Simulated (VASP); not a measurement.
# Cu (Fm-3m) in VASP: further runs

Runs on Cu. Level: r2SCAN. Tasks: single point.

Program: VASP 6.6.1. These are calculated values, not measurements. Logs are shortened: lines on timing, memory, paths and dates and some standing lists are left out, and cuts for length are marked.

## Step 1: The cell of the first run

It takes space group Fm-3m (No. 225, cubic). Conventional cell: a = 3.427 Å, b = 3.427 Å, c = 3.427 Å, α = 90.00°, β = 90.00°, γ = 90.00°. Cu (site symmetry m-3m) has 12 Cu at 2.42 Å within 3.2 Å.

## Step 2: Single point, r2SCAN (10.06 Å³/atom)

Input file POSCAR:

```
Cu
1.0
    0.0000000000      1.7135386566      1.7135386566
    1.7135386566      0.0000000000      1.7135386566
    1.7135386566      1.7135386566      0.0000000000
Cu
1
Direct
    0.0000000000      0.0000000000      0.0000000000
```

Input file INCAR.step1:

```
SYSTEM = Cu
  PREC = Accurate
  ENCUT = 520
  ISMEAR = -1
  SIGMA = 0.1
  LREAL = .False.
  LASPH = .True.
  NELM = 80
  NBANDS = 12
  GGA = PE
  ALGO = Normal
  EDIFF = 1E-4
  LWAVE = .True.
  LCHARG = .False.
```

Input file INCAR.step2:

```
SYSTEM = Cu
  PREC = Accurate
  ENCUT = 520
  EDIFF = 1E-6
  ISMEAR = -1
  SIGMA = 0.1
  LREAL = .False.
  LASPH = .True.
  NELM = 80
  ALGO = Normal
  ISIF = 2
  LWAVE = .False.
  LCHARG = .True.
  METAGGA = R2SCAN
  LMIXTAU = .True.
  LELF = .True.
  LVHAR = .True.
  NBANDS = 12
  ISTART = 1
```

Input file KPOINTS:

```
regular mesh
0
Gamma
  25 25 25
  0 0 0
```

Potentials or basis: VASP PAW PBE potentials, release 64 (Cu).

On the command line:

```
cat potpaw_PBE.64/Cu/POTCAR > POTCAR
cp INCAR.step1 INCAR
mpirun -np 1 vasp_std > vasp.out
cp INCAR.step2 INCAR
mpirun -np 1 vasp_std > vasp.out
```

OUTCAR:

```text
SYSTEM = Cu
   PREC = Accurate
   ENCUT = 520
   EDIFF = 1E-6
   ISMEAR = -1
   LREAL = .False.
   LASPH = .True.
   NELM = 80
   ISIF = 2
   METAGGA = R2SCAN
   ISTART = 1

 ion  position               nearest neighbor table
   1  0.000  0.000  0.000-

  LATTYP: Found a face centered cubic cell.
 ALAT       =     3.4270773132

  Lattice vectors:

 A1 = (   0.0000000000,   1.7135386566,   1.7135386566)
 A2 = (   1.7135386566,   0.0000000000,   1.7135386566)
 A3 = (   1.7135386566,   1.7135386566,   0.0000000000)

Analysis of symmetry for initial positions (statically):
=====================================================================
 Subroutine PRICEL returns:
 Original cell was already a primitive cell.

 Routine SETGRP: Setting up the symmetry group for a
 face centered cubic supercell.

 Subroutine GETGRP returns: Found 48 space group operations
 (whereof 48 operations were pure point group operations)
 out of a pool of 48 trial point group operations.

The static configuration has the point symmetry O_h .

Analysis of symmetry for dynamics (positions and initial velocities):
=====================================================================
 Subroutine PRICEL returns:
 Original cell was already a primitive cell.

 Routine SETGRP: Setting up the symmetry group for a
 face centered cubic supercell.

 Subroutine GETGRP returns: Found 48 space group operations
 (whereof 48 operations were pure point group operations)
 out of a pool of 48 trial point group operations.

The dynamic configuration has the point symmetry O_h .

 Subroutine INISYM returns: Found 48 space group operations
 (whereof 48 operations are pure point group operations),
 and found     1 'primitive' translations

----------------------------------------------------------------------------------------

                                     Primitive cell

  volume of cell :      10.0626

  direct lattice vectors                    reciprocal lattice vectors
     0.000000000  1.713538657  1.713538657    -0.291793826  0.291793826  0.291793826
     1.713538657  0.000000000  1.713538657     0.291793826 -0.291793826  0.291793826
     1.713538657  1.713538657  0.000000000     0.291793826  0.291793826 -0.291793826

  length of vectors
     2.423309608  2.423309608  2.423309608     0.505401731  0.505401731  0.505401731

  position of ions in fractional coordinates (direct lattice)
     0.000000000  0.000000000  0.000000000

  ion indices of the primitive-cell ions
   primitive index   ion index
                 1           1

----------------------------------------------------------------------------------------

 KPOINTS: regular mesh

Automatic generation of k-mesh.
 Grid dimensions read from file:
 generate k-points for:   25   25   25

 Generating k-lattice:

  Cartesian coordinates                     Fractional coordinates (reciprocal lattice)
    -0.011671753  0.011671753  0.011671753     0.040000000  0.000000000  0.000000000
     0.011671753 -0.011671753  0.011671753     0.000000000  0.040000000  0.000000000
     0.011671753  0.011671753 -0.011671753     0.000000000  0.000000000  0.040000000

  Length of vectors
     0.020216069  0.020216069  0.020216069

  Shift w.r.t. Gamma in fractional coordinates (k-lattice)
     0.000000000  0.000000000  0.000000000

 Subroutine IBZKPT returns following result:
 ===========================================

 Found    455 irreducible k-points:

 Following reciprocal coordinates:
            Coordinates               Weight
  0.000000  0.000000  0.000000      1.000000
  0.040000  0.000000  0.000000      8.000000
  0.080000  0.000000  0.000000      8.000000
  0.120000  0.000000  0.000000      8.000000
  0.160000  0.000000  0.000000      8.000000
  0.200000  0.000000  0.000000      8.000000
[... 16 lines left out ...]
  0.400000  0.040000  0.000000     24.000000
  0.440000  0.040000  0.000000     24.000000
 [... further k-points ...]
   k-points           NKPTS =    455   k-points in BZ     NKDIM =    455   number of bands    NBANDS=     12
   number of dos      NEDOS =    301   number of ions     NIONS =      1
   total plane-waves  NPLWV =   5832
   dimension x,y,z NGX =    18 NGY =   18 NGZ =   18
   dimension x,y,z NGXF=    36 NGYF=   36 NGZF=   36
   ions per type =               1
   NGX,Y,Z   is equivalent  to a cutoff of  12.35, 12.35, 12.35 a.u.
   NGXF,Y,Z  is equivalent  to a cutoff of  24.70, 24.70, 24.70 a.u.
 SYSTEM =  Cu
   PREC   = accura    normal or accurate (medium, high low for compatibility)
   ISTART =      1    job   : 0-new  1-cont  2-samecut
   ICHARG =      0    charge: 1-file 2-atom 10-const
   ISPIN  =      1    spin polarized calculation?
   LNONCOLLINEAR =      F non collinear calculations
   LSORBIT =      F    spin-orbit coupling
   LASPH  =      T    aspherical Exc in radial PAW
   ENCUT  =  520.0 eV  38.22 Ry    6.18 a.u.   4.51  4.51  4.51*2*pi/ulx,y,z
   NELM   =     80;   NELMIN=  2; NELMDL=  0     # of ELM steps
   EDIFF  = 0.1E-05   stopping-criterion for ELM
   LREAL  =      F    real-space projection
   EDIFFG = 0.1E-04   stopping-criterion for IOM
   NSW    =      0    number of steps for IOM
   IBRION =     -1    ionic relax: 0-MD 1-quasi-New 2-CG
   NFREE  =      0    steps in history (QN), initial steepest desc. (CG)
   ISIF   =      2    stress and relaxation
   ISYM   =      2    0-nonsym 1-usesym 2-fastsym
   POTIM  = 0.5000    time-step for ionic-motion
   TEBEG  =    0.0;   TEEND  =   0.0 temperature during run
   PSTRESS=    0.0 pullay stress
   NELECT =      11.0000    total number of electrons
   NUPDOWN=      -1.0000    fix difference up-down
   EMIN   =  10.00;   EMAX   =-10.00  energy-range for DOS
   EFERMI =   0.00;   METHOD = LEGACY
   ISMEAR =    -1;   SIGMA  =   0.10  broadening in eV -4-tet -1-fermi 0-gaus
   EFERMI_NEDOS =   21; number of points for ismear=-14 and -15
   IALGO  =     38    algorithm
   IMIX   =      4    mixing-type and parameters
     AMIX     =   0.40;   BMIX     =  1.00
     AMIX_MAG =   1.60;   BMIX_MAG =  1.00
  volume/ion in A,a.u.               =      10.06        67.91
  Fermi-wavevector in a.u.,A,eV,Ry     =   1.686431  3.186892 38.695627  2.844048
  Thomas-Fermi vector in A             =   2.769097
   LORBIT       =      0    0 simple, 1 ext, 2 COOP (PROOUT), +10 PAW based schemes
   METAGGA = R2SCAN    functional components
   LHFCALC =     F    Hartree Fock is set to
   AEXX    =    0.0000 exact exchange contribution
   IVDW    =     0    specifies the selected vdW correction
   LEPSILON=     F    determine dielectric tensor
   LRPA    =     F    only Hartree local field effects (RPA)
 non-spin polarized calculation
  energy-cutoff  :      520.00
  volume of cell :       10.06
 maximum number of plane-waves:       290
 NGX is ok and might be reduce to    18
   NGX =  9   NGY =  9   NGZ =  9

 number of electron      11.0000007 magnetization

 Free energy of the ion-electron system (eV)
  ---------------------------------------------------
  ext. energy  EPLUGINS =         0.00000000
  ---------------------------------------------------
  free energy    TOTEN  =       -10.71363934 eV

  energy without entropy =      -10.70451354  energy(sigma->0) =      -10.70907644

 E-fermi :   9.6054     XC(G=0): -14.8572

 val. band max:        9.6023805550   @ k =  -0.3200   0.2000   0.0400
 cond. band min:       9.6101112764   @ k =  -0.3200   0.2000   0.0000
 fundamental gap:      0.0077307214
 Fermi energy:         9.6054339823

 k-point     1 :       0.0000    0.0000    0.0000
  band No.  band energies     occupation
      1      -1.4607      2.00000
      2       5.8457      2.00000
      3       5.8457      2.00000
      4       5.8457      2.00000
      5       6.8971      2.00000
      6       6.8971      2.00000
      7      34.2371      0.00000
      8      38.5878      0.00000
      9      38.5878      0.00000
     10      38.5881      0.00000
     11      41.2426      0.00000
     12      41.2426      0.00000

 k-point     2 :       0.0400    0.0000    0.0000
  band No.  band energies     occupation
      1      -1.3926      2.00000
      2       5.8285      2.00000
      3       5.8602      2.00000
      4       5.8603      2.00000
      5       6.8909      2.00000
      6       6.8909      2.00000
      7      34.0229      0.00000
      8      37.4327      0.00000
      9      38.3644      0.00000
     10      38.3646      0.00000
     11      41.5487      0.00000
     12      41.5488      0.00000

 k-point     3 :       0.0800    0.0000    0.0000
  band No.  band energies     occupation
      1      -1.1894      2.00000
      2       5.7792      2.00000
      3       5.9009      2.00000
      4       5.9010      2.00000
      5       6.8750      2.00000
      6       6.8751      2.00000
      7      33.0717      0.00000
      8      36.0792      0.00000
      9      37.8845      0.00000
     10      37.8847      0.00000
     11      42.2555      0.00000
     12      42.2555      0.00000
[... 286 lines left out ...]
 k-point    23 :       0.4000    0.0400    0.0000
  band No.  band energies     occupation
      1       2.9827      2.00000
      2       5.8284      2.00000
      3       5.8893      2.00000
      4       6.3171      2.00000
      5       7.5243      2.00000
      6       7.5863      2.00000
      7      17.3368      0.00000
      8      32.7322      0.00000
      9      34.1530      0.00000
     10      35.9441      0.00000
     11      38.8210      0.00000
     12      40.2711      0.00000

 k-point    24 :       0.4400    0.0400    0.0000
  band No.  band energies     occupation
      1       3.2046      2.00000
      2       5.7844      2.00000
      3       5.8448      2.00000
      4       6.8364      2.00000
      5       7.6054      2.00000
      6       7.9007      2.00000
      7      15.8222      0.00000
      8      32.5007      0.00000
      9      34.2773      0.00000
     10      35.3911      0.00000
     11      38.7593      0.00000
     12      39.6112      0.00000

 [... further k-points ...]

------------------------ aborting loop because EDIFF is reached ----------------------------------------

  FORCE on cell =-STRESS in cart. coord.  units (eV):
  Direction    XX          YY          ZZ          XY          YZ          ZX
  --------------------------------------------------------------------------------------
  -------------------------------------------------------------------------------------
  Total        1.8560808      1.8560808      1.8560808      0.0000000      0.0000000      0.0000000
  in kB      295.5260422    295.5260422    295.5260422      0.0000000      0.0000000      0.0000000
  external PRESSURE =     295.5260422 kB  Pullay stress =       0.0000000 kB

 VOLUME and BASIS-vectors are now :
 -----------------------------------------------------------------------------
  energy-cutoff  :      520.00
  volume of cell :       10.06
      direct lattice vectors                 reciprocal lattice vectors
     0.000000000  1.713538657  1.713538657    -0.291793826  0.291793826  0.291793826
     1.713538657  0.000000000  1.713538657     0.291793826 -0.291793826  0.291793826
     1.713538657  1.713538657  0.000000000     0.291793826  0.291793826 -0.291793826

 POSITION                                       TOTAL-FORCE (eV/Angst)
 -----------------------------------------------------------------------------------
      0.00000      0.00000      0.00000         0.000000     -0.000000      0.000000
 -----------------------------------------------------------------------------------
    total drift:                                0.000000      0.000000      0.000000

  FREE ENERGIE OF THE ION-ELECTRON SYSTEM (eV)
  ---------------------------------------------------
  free  energy   TOTEN  =       -10.7136393443 eV

  energy  without entropy=      -10.7045135396  energy(sigma->0) =      -10.70907644
```

It took 4.1 min on 1 thread of Intel Xeon Platinum 8375C at 2.90GHz (Ice Lake), shared host; peak memory 0.16 GiB.

Results:

- Free energy: -10.7136 eV
- Pressure: 29.6 GPa
- Band gap on the k mesh: zero (an odd number of electrons rules out a gap without spin polarisation)

Levels at points of the mesh, in eV from the Fermi level:
| k point | band 2 | band 3 | band 4 | band 5 | band 6 | band 7 | band 8 | band 9 | band 10 | band 11 |
| --- | --- | --- | --- | --- | --- | --- | --- | --- | --- | --- |
| (0.00, 0.00, 0.00) | -3.76 | -3.76 | -3.76 | -2.71 | -2.71 | 24.63 | 28.98 | 28.98 | 28.98 | 31.64 |

Caveat: the cell stands under pressure; the PAW data sets were made with another functional, which shifts forces and pressure a little.

## Step 3: Single point, r2SCAN (10.52 Å³/atom)

This run uses another cell than the first one, of 10.52 Å³/atom.

Input file POSCAR:

```
Cu
1.0
    0.0000000000      1.7391176315      1.7391176315
    1.7391176315      0.0000000000      1.7391176315
    1.7391176315      1.7391176315      0.0000000000
Cu
1
Direct
    0.0000000000      0.0000000000      0.0000000000
```

Input file INCAR.step1:

```
ALGO = Normal ; EDIFF = 1E-4
ENCUT = 520 ; GGA = PE
ISMEAR = -1 ; LASPH = T
LCHARG = F ; LREAL = F
LWAVE = T ; NBANDS = 12
NELM = 100 ; PREC = Accurate
SIGMA = 0.1
```

Input file INCAR.step2:

```
ALGO = Normal ; EDIFF = 1E-6
ENCUT = 520 ; ISIF = 2
ISMEAR = -1 ; ISTART = 1
LASPH = T ; LCHARG = F
LMIXTAU = T ; LREAL = F
LWAVE = F ; METAGGA = R2SCAN
NBANDS = 12 ; NELM = 100
PREC = Accurate ; SIGMA = 0.1
```

Input file KPOINTS:

```
k-points
0
Gamma
  25 25 25
```

Potentials or basis: VASP PAW PBE potentials, release 64 (Cu).

On the command line:

```
cat potpaw_PBE.64/Cu/POTCAR > POTCAR
cp INCAR.step1 INCAR
mpirun -np 1 vasp_std > vasp.out
cp INCAR.step2 INCAR
mpirun -np 1 vasp_std > vasp.out
```

Run time: 3.1 min. Hardware: 1 thread of Intel Xeon Platinum 8375C at 2.90GHz (Ice Lake), shared host; peak memory 0.16 GiB.

Results (log left out):

```yaml
Free_energy: -10.7809 eV
Pressure: 17.5 GPa
Band_gap_on_the_k_mesh: zero (an odd number of electrons rules out a gap without spin polarisation)
```

Levels at points of the mesh, in eV from the Fermi level:
```csv
k point,band 4,band 5,band 6,band 7,band 8,band 9
"(0.00, 0.00, 0.00)",-3.58,-2.60,-2.60,24.29,28.27,28.27
```

Caveat: the cell stands under pressure; the PAW data sets were made with another functional, which shifts forces and pressure a little.
